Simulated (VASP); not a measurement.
# LiBe4 (R-3m) in VASP: single point with PBE

Aim: the single point of LiBe4 with PBE.

Program: VASP 6.6.1. These are calculated values, not measurements. Logs are shortened: lines on timing, memory, paths and dates and some standing lists are left out, and cuts for length are marked.

### Step 1. The cell of the first run

The structure is trigonal, space group R-3m (No. 166). Conventional cell: a = 3.654 Å, b = 3.654 Å, c = 11.211 Å, α = 90.00°, β = 90.00°, γ = 120.00°. Li (site symmetry -3m) has 14 Be at 2.26 to 2.58 Å within 3.0 Å. Within 2.8 Å of Be (site symmetry 3m) lie 11 Be at 2.10 to 2.67 Å and 3 Li at 2.26 Å. Be (site symmetry 3m) has 10 Be at 2.21 to 2.55 Å and 4 Li at 2.26 to 2.58 Å within 2.9 Å.

### Step 2. Single point, PBE

INCAR reads:

```
PREC = Accurate ; ENCUT = 520
EDIFF = 1E-6 ; ISMEAR = 0
SIGMA = 0.1 ; LREAL = False
LASPH = True ; NELM = 100
ALGO = Normal ; ISIF = 2
LWAVE = False ; LCHARG = False
GGA = PE ; NBANDS = 14
```

KPOINTS reads:

```
Automatic mesh
0
Gamma
  12 12 12
```

POSCAR reads:

```
LiBe4
1.0
    1.8272118939      1.0549412788      3.7370843112
   -1.8272118939      1.0549412788      3.7370843112
    0.0000000000     -2.1098825577      3.7370843112
Li Be
1 4
Direct
    0.5000000000      0.5000000000      0.5000000000
    0.9062494663      0.9062494663      0.9062494663
    0.0937505337      0.0937505337      0.0937505337
    0.7011731271      0.7011731271      0.7011731271
    0.2988268729      0.2988268729      0.2988268729
```

Potentials or basis: VASP PAW PBE potentials, release 64 (Li_sv, Be).

Run with:

```console
cat potpaw_PBE.64/Li_sv/POTCAR potpaw_PBE.64/Be/POTCAR > POTCAR
mpirun -np 1 vasp_std > vasp.out
```

OUTCAR:

```text
PREC = Accurate
   ENCUT = 520
   EDIFF = 1E-6
   ISMEAR = 0
   LREAL = False
   LASPH = True
   NELM = 100
   ISIF = 2
   GGA = PE

 ion  position               nearest neighbor table
   1  0.500  0.500  0.500-   4 2.26   5 2.26   3 2.26   3 2.26   2 2.26   2 2.26   3 2.26   2 2.26

   2  0.906  0.906  0.906-   3 2.10   5 2.21   5 2.21   5 2.21   1 2.26   1 2.26   1 2.26   4 2.30

   3  0.094  0.094  0.094-   2 2.10   4 2.21   4 2.21   4 2.21   1 2.26   1 2.26   1 2.26   5 2.30

   4  0.701  0.701  0.701-   3 2.21   3 2.21   3 2.21   5 2.25   5 2.25   5 2.25   1 2.26   2 2.30

   5  0.299  0.299  0.299-   2 2.21   2 2.21   2 2.21   4 2.25   4 2.25   4 2.25   1 2.26   3 2.30

  LATTYP: Found a trigonal (rhomboedric) cell.
 ALAT       =     4.2915502509
 COS(alpha) =     0.6374403922

  Lattice vectors:

 A1 = (   1.8272118939,   1.0549412788,   3.7370843112)
 A2 = (  -1.8272118939,   1.0549412788,   3.7370843112)
 A3 = (   0.0000000000,  -2.1098825577,   3.7370843112)

Analysis of symmetry for initial positions (statically):
=====================================================================
 Subroutine PRICEL returns:
 Original cell was already a primitive cell.

 Routine SETGRP: Setting up the symmetry group for a
 trigonal (rhombohedral) supercell.

 Subroutine GETGRP returns: Found 12 space group operations
 (whereof 12 operations were pure point group operations)
 out of a pool of 12 trial point group operations.

The static configuration has the point symmetry D_3d.

Analysis of symmetry for dynamics (positions and initial velocities):
=====================================================================
 Subroutine PRICEL returns:
 Original cell was already a primitive cell.

 Routine SETGRP: Setting up the symmetry group for a
 trigonal (rhombohedral) supercell.

 Subroutine GETGRP returns: Found 12 space group operations
 (whereof 12 operations were pure point group operations)
 out of a pool of 12 trial point group operations.

The dynamic configuration has the point symmetry D_3d.

 Subroutine INISYM returns: Found 12 space group operations
 (whereof 12 operations are pure point group operations),
 and found     1 'primitive' translations

----------------------------------------------------------------------------------------

                                     Primitive cell

  volume of cell :      43.2217

  direct lattice vectors                    reciprocal lattice vectors
     1.827211894  1.054941279  3.737084311     0.273640951  0.157986677  0.089196097
    -1.827211894  1.054941279  3.737084311    -0.273640951  0.157986677  0.089196097
     0.000000000 -2.109882558  3.737084311     0.000000000 -0.315973353  0.089196097

  length of vectors
     4.291550251  4.291550251  4.291550251     0.328321647  0.328321647  0.328321647

  position of ions in fractional coordinates (direct lattice)
     0.500000000  0.500000000  0.500000000
     0.906249466  0.906249466  0.906249466
     0.093750534  0.093750534  0.093750534
     0.701173127  0.701173127  0.701173127
     0.298826873  0.298826873  0.298826873

  ion indices of the primitive-cell ions
   primitive index   ion index
                 1           1
                 2           2
                 3           3
                 4           4
                 5           5

----------------------------------------------------------------------------------------

 KPOINTS: Automatic mesh

Automatic generation of k-mesh.
 Grid dimensions read from file:
 generate k-points for:   12   12   12

 Generating k-lattice:

  Cartesian coordinates                     Fractional coordinates (reciprocal lattice)
     0.022803413  0.013165556  0.007433008     0.083333333  0.000000000  0.000000000
    -0.022803413  0.013165556  0.007433008     0.000000000  0.083333333  0.000000000
     0.000000000 -0.026331113  0.007433008     0.000000000  0.000000000  0.083333333

  Length of vectors
     0.027360137  0.027360137  0.027360137

  Shift w.r.t. Gamma in fractional coordinates (k-lattice)
     0.000000000  0.000000000  0.000000000

 Subroutine IBZKPT returns following result:
 ===========================================

 Found    189 irreducible k-points:

 Following reciprocal coordinates:
            Coordinates               Weight
  0.000000  0.000000  0.000000      1.000000
  0.083333 -0.000000  0.000000      6.000000
  0.166667  0.000000  0.000000      6.000000
  0.250000  0.000000  0.000000      6.000000
  0.333333 -0.000000  0.000000      6.000000
  0.416667  0.000000 -0.000000      6.000000
[... 16 lines left out ...]
  0.500000  0.166667  0.000000     12.000000
 -0.416667  0.166667  0.000000     12.000000
 [... further k-points ...]
   k-points           NKPTS =    189   k-points in BZ     NKDIM =    189   number of bands    NBANDS=     14
   number of dos      NEDOS =    301   number of ions     NIONS =      5
   total plane-waves  NPLWV =  32768
   dimension x,y,z NGX =    32 NGY =   32 NGZ =   32
   dimension x,y,z NGXF=    64 NGYF=   64 NGZF=   64
   ions per type =               1   4
   NGX,Y,Z   is equivalent  to a cutoff of  12.40, 12.40, 12.40 a.u.
   NGXF,Y,Z  is equivalent  to a cutoff of  24.79, 24.79, 24.79 a.u.
 SYSTEM =  unknown system
   PREC   = accura    normal or accurate (medium, high low for compatibility)
   ISTART =      0    job   : 0-new  1-cont  2-samecut
   ICHARG =      2    charge: 1-file 2-atom 10-const
   ISPIN  =      1    spin polarized calculation?
   LNONCOLLINEAR =      F non collinear calculations
   LSORBIT =      F    spin-orbit coupling
   LASPH  =      T    aspherical Exc in radial PAW
   ENCUT  =  520.0 eV  38.22 Ry    6.18 a.u.   7.98  7.98  7.98*2*pi/ulx,y,z
   NELM   =    100;   NELMIN=  2; NELMDL= -5     # of ELM steps
   EDIFF  = 0.1E-05   stopping-criterion for ELM
   LREAL  =      F    real-space projection
   EDIFFG = 0.1E-04   stopping-criterion for IOM
   NSW    =      0    number of steps for IOM
   IBRION =     -1    ionic relax: 0-MD 1-quasi-New 2-CG
   NFREE  =      0    steps in history (QN), initial steepest desc. (CG)
   ISIF   =      2    stress and relaxation
   ISYM   =      2    0-nonsym 1-usesym 2-fastsym
   POTIM  = 0.5000    time-step for ionic-motion
   TEBEG  =    0.0;   TEEND  =   0.0 temperature during run
   PSTRESS=    0.0 pullay stress
   NELECT =      11.0000    total number of electrons
   NUPDOWN=      -1.0000    fix difference up-down
   EMIN   =  10.00;   EMAX   =-10.00  energy-range for DOS
   EFERMI =   0.00;   METHOD = LEGACY
   ISMEAR =     0;   SIGMA  =   0.10  broadening in eV -4-tet -1-fermi 0-gaus
   EFERMI_NEDOS =   21; number of points for ismear=-14 and -15
   IALGO  =     38    algorithm
   IMIX   =      4    mixing-type and parameters
     AMIX     =   0.40;   BMIX     =  1.00
     AMIX_MAG =   1.60;   BMIX_MAG =  1.00
  volume/ion in A,a.u.               =       8.64        58.33
  Fermi-wavevector in a.u.,A,eV,Ry     =   1.037461  1.960518 14.644306  1.076326
  Thomas-Fermi vector in A             =   2.171900
   LORBIT       =      0    0 simple, 1 ext, 2 COOP (PROOUT), +10 PAW based schemes
   GGA     = PE    functional components
   LHFCALC =     F    Hartree Fock is set to
   AEXX    =    0.0000 exact exchange contribution
   IVDW    =     0    specifies the selected vdW correction
   LEPSILON=     F    determine dielectric tensor
   LRPA    =     F    only Hartree local field effects (RPA)
 non-spin polarized calculation
 Gauss-broadening in eV      SIGMA  =   0.10
  energy-cutoff  :      520.00
  volume of cell :       43.22
 maximum number of plane-waves:      1180
   NGX = 15   NGY = 15   NGZ = 15

 number of electron      11.0000000 magnetization

 Free energy of the ion-electron system (eV)
  ---------------------------------------------------
  ext. energy  EPLUGINS =         0.00000000
  ---------------------------------------------------
  free energy    TOTEN  =       -16.49530201 eV

  energy without entropy =      -16.49078100  energy(sigma->0) =      -16.49304150

 E-fermi :   5.2803     XC(G=0): -10.1663

 val. band max:        5.2694428902   @ k =  -0.4167   0.4167   0.1667
 cond. band min:       5.2872718564   @ k =  -0.3333   0.0833   0.0000
 fundamental gap:      0.0178289662
 Fermi energy:         5.2803304473

 k-point     1 :       0.0000    0.0000    0.0000
  band No.  band energies     occupation
      1     -39.6818      2.00000
      2      -4.0075      2.00000
      3       3.4202      2.00000
      4       4.2073      2.00000
      5       6.7870      0.00000
      6       6.7870      0.00000
      7       7.1800      0.00000
      8       7.1800      0.00000
      9      10.5518      0.00000
     10      10.5518      0.00000
     11      11.6784      0.00000
     12      11.6784      0.00000
     13      11.8035      0.00000
     14      11.9975      0.00000

 k-point     2 :       0.0833   -0.0000    0.0000
  band No.  band energies     occupation
      1     -39.6816      2.00000
      2      -3.9296      2.00000
      3       3.2714      2.00000
      4       4.4309      2.00000
      5       5.5401      0.00024
      6       6.0876      0.00000
      7       7.9516      0.00000
      8       7.9853      0.00000
      9       9.7328      0.00000
     10      10.1329      0.00000
     11      11.9070      0.00000
     12      12.2586      0.00000
     13      12.2943      0.00000
     14      12.8383      0.00000
[... 343 lines left out ...]
      1     -39.6795      2.00000
      2      -1.6546      2.00000
      3       0.0046      2.00000
      4       2.2496      2.00000
      5       2.9773      2.00000
      6       4.4161      2.00000
      7       8.5256      0.00000
      8       9.2250      0.00000
      9       9.6454      0.00000
     10      12.4574      0.00000
     11      13.0183      0.00000
     12      14.8865      0.00000
     13      17.1634      0.00000
     14      17.8768      0.00000

 k-point    24 :      -0.4167    0.1667    0.0000
  band No.  band energies     occupation
      1     -39.6793      2.00000
      2      -1.2914      2.00000
      3      -0.4321      2.00000
      4       2.3945      2.00000
      5       2.8956      2.00000
      6       4.3736      2.00000
      7       8.1919      0.00000
      8       8.7608      0.00000
      9       9.6531      0.00000
     10      12.7921      0.00000
     11      14.5313      0.00000
     12      14.7865      0.00000
     13      16.0015      0.00000
     14      17.8906      0.00000

 [... further k-points ...]
[... 5 lines left out ...]
  --------------------------------------------------------------------------------------
  -------------------------------------------------------------------------------------
  Total        0.0280373      0.0280373      0.0448373      0.0000000     -0.0000000      0.0000000
  in kB        1.0393106      1.0393106      1.6620658      0.0000000     -0.0000000      0.0000000
  external PRESSURE =       1.2468957 kB  Pullay stress =       0.0000000 kB

 VOLUME and BASIS-vectors are now :
 -----------------------------------------------------------------------------
  energy-cutoff  :      520.00
  volume of cell :       43.22
      direct lattice vectors                 reciprocal lattice vectors
     1.827211894  1.054941279  3.737084311     0.273640951  0.157986677  0.089196097
    -1.827211894  1.054941279  3.737084311    -0.273640951  0.157986677  0.089196097
     0.000000000 -2.109882558  3.737084311     0.000000000 -0.315973353  0.089196097

 POSITION                                       TOTAL-FORCE (eV/Angst)
 -----------------------------------------------------------------------------------
      0.00000     -0.00000      5.60563         0.000000      0.000000      0.000000
      0.00000     -0.00000     10.16019         0.000000     -0.000000      0.003473
      0.00000     -0.00000      1.05106         0.000000      0.000000     -0.003473
      0.00000     -0.00000      7.86103         0.000000     -0.000000      0.002866
      0.00000     -0.00000      3.35022         0.000000      0.000000     -0.002866
 -----------------------------------------------------------------------------------
    total drift:                               -0.000000      0.000000      0.000000

  FREE ENERGIE OF THE ION-ELECTRON SYSTEM (eV)
  ---------------------------------------------------
  free  energy   TOTEN  =       -16.4953020111 eV

  energy  without entropy=      -16.4907809986  energy(sigma->0) =      -16.49304150
```

Run time: 65 s. Hardware: 1 thread of Intel Xeon Platinum 8375C at 2.90GHz (Ice Lake), shared host; peak memory 0.23 GiB.

Results:

```yaml
Free_energy: -16.4953 eV
Largest_force: 0.003 eV/Å
```

Forces in eV/Å, atoms in the order of the input:
```
Li   0.000  0.000  0.000
Be   0.000  0.000  0.003
Be   0.000  0.000 -0.003
Be   0.000  0.000  0.003
Be   0.000  0.000 -0.003
```

Levels at points of the mesh, in eV from the Fermi level:
```csv
k point,band 2,band 3,band 4,band 5,band 6,band 7,band 8,band 9,band 10,band 11
"(0.00, 0.00, 0.00)",-9.29,-1.86,-1.07,1.51,1.51,1.90,1.90,5.27,5.27,6.40
"(0.50, 0.00, 0.00)",-6.79,-5.99,-2.80,-0.95,0.58,1.76,2.32,2.95,6.80,9.13
"(0.50, 0.50, 0.00)",-5.99,-5.81,-3.04,-2.85,-2.64,2.70,6.53,7.86,8.03,8.95
"(0.50, 0.50, 0.50)",-8.03,-6.57,0.57,0.57,1.56,1.56,5.67,5.98,6.10,6.10
```

Caveat: the cutoff is under 1.25 times the usual one of these potentials, so pressure, stress and relaxed cells hold a basis-set (Pulay) error.
